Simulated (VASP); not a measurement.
Wanted: the native input for a VASP 6.6.1 run.

- Task: single point
- Functional: PBE
- Potentials or basis: VASP PAW PBE potentials, release 64 (Sr_sv)
- Cutoff: 520 eV
- k mesh: 9 × 9 × 3
- Occupations: fermi-dirac, width 0.08 eV
- Spin: no spin polarisation
- Dipole correction: no
- k mesh for the DOS: 14 × 14 × 5
- Occupations for the DOS: tetrahedron
- Further INCAR settings: ALGO = Normal; EDIFF = 1e-06

Sr:

```
Sr
1.0
     3.27070    0.00000    0.00000
    -1.63535    2.83251    0.00000
     0.00000    0.00000   10.71006
Sr
4
Cartesian
  0.0000 0.0000 0.0000
  0.0000 0.0000 5.3550
  0.0000 1.8883 2.6775
  1.6354 0.9442 8.0325
```

This isn't the form of Sr at room conditions, which is fcc.

These files were run (other wordings do the same):

POSCAR

```
Sr
1.0
    3.2707008584      0.0000000000      0.0000000000
   -1.6353504292      2.8325100315      0.0000000000
    0.0000000000      0.0000000000     10.7100622916
Sr
4
Direct
    0.0000000000      0.0000000000      0.0000000000
    0.0000000000      0.0000000000      0.5000000000
    0.3333333333      0.6666666667      0.2500000000
    0.6666666667      0.3333333333      0.7500000000
```

INCAR.step1

```
PREC     = Accurate       # precision mode
ENCUT    = 520            # plane-wave cutoff, eV
EDIFF    = 1E-6           # SCF threshold, eV
ISMEAR   = -1             # smearing method
SIGMA    = 0.08           # smearing width, eV
LREAL    = False          # projectors in reciprocal space
LASPH    = True           # aspherical terms in the spheres
NELM     = 80             # most SCF steps
ALGO     = Normal         # electronic algorithm
ISIF     = 2              # what is computed and relaxed
LWAVE    = False          # write WAVECAR
LCHARG   = True           # write CHGCAR
GGA      = PE             # functional
NBANDS   = 28             # bands
```

KPOINTS.step1

```
regular mesh
0
Gamma
  9 9 3
```

INCAR.step2

```
PREC     = Accurate       # precision mode
ENCUT    = 520            # plane-wave cutoff, eV
EDIFF    = 1E-6           # SCF threshold, eV
ISMEAR   = -5             # smearing method
SIGMA    = 0.08           # smearing width, eV
LREAL    = False          # projectors in reciprocal space
LASPH    = True           # aspherical terms in the spheres
NELM     = 80             # most SCF steps
ALGO     = Normal         # electronic algorithm
ISIF     = 2              # what is computed and relaxed
LWAVE    = False          # write WAVECAR
LCHARG   = False          # write CHGCAR
GGA      = PE             # functional
LORBIT   = 11             # projections on sites
NEDOS    = 2001           # points of the DOS
ICHARG   = 11             # starting density
```

KPOINTS.step2

```
regular mesh
0
Gamma
  14 14 5
```

Potentials or basis: VASP PAW PBE potentials, release 64 (Sr_sv).

Command:

```sh
$ cat potpaw_PBE.64/Sr_sv/POTCAR > POTCAR
$ cp INCAR.step1 INCAR
$ cp KPOINTS.step1 KPOINTS
$ mpirun -np 1 vasp_std > vasp.out
$ cp INCAR.step2 INCAR
$ cp KPOINTS.step2 KPOINTS
$ mpirun -np 1 vasp_std > vasp.out
```

It gave:

```
Valence electrons inside the program's atomic spheres : Sr 8.30
```

Wall time 4.2 min on 1 thread of Intel Xeon 8259CL (shared host), peak memory 0.25 GiB.
